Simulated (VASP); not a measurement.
Runs of VASP 6.6.1 on RuPtSe3. The structure is that of space group Pm-3m (No. 221), or close to it. The cells are those of the table. 

```tsv
task	spin	cell	k mesh	cutoff (eV)	gap on the mesh (eV)	pressure (GPa)	relaxed volume (Å³/atom)
single point	collinear, ferromagnetic start	a = 4.657 Å, 5 atoms	4 × 4 × 4	520	none	8.8	-
relaxation of cell and atoms	off	relaxed from a = 4.657 Å, 5 atoms	4 × 4 × 4	600	-	-0.1	(a)
relaxation of cell and atoms	off	relaxed from a = 4.798 Å, 5 atoms	8 × 8 × 8	600	-	0.0	21.96
single point	off	a = 4.787 Å, 5 atoms	8 × 8 × 8	520	none	(b)	-
single point	off	a = 4.798 Å, 5 atoms	4 × 4 × 4	520	none	-0.3	-
```

Alike in all rows: level PBE; potentials or basis VASP PAW PBE potentials, release 64 (Ru_pv, Pt, Se); smearing gaussian 0.1 eV.

Q: Estimate the missing entries.

A: (a) 22.03; (b) 0.1.

Caveats: spin-orbit coupling is left out, which moves the levels of the heavy elements; the bands computed are all filled at some k points, so no gap is given (some runs).

A k mesh can miss the band edges, and the runs leave out spin-orbit coupling on Pt, Ru, Se.

A gap of «none» marks levels without a gap at the run's occupations.
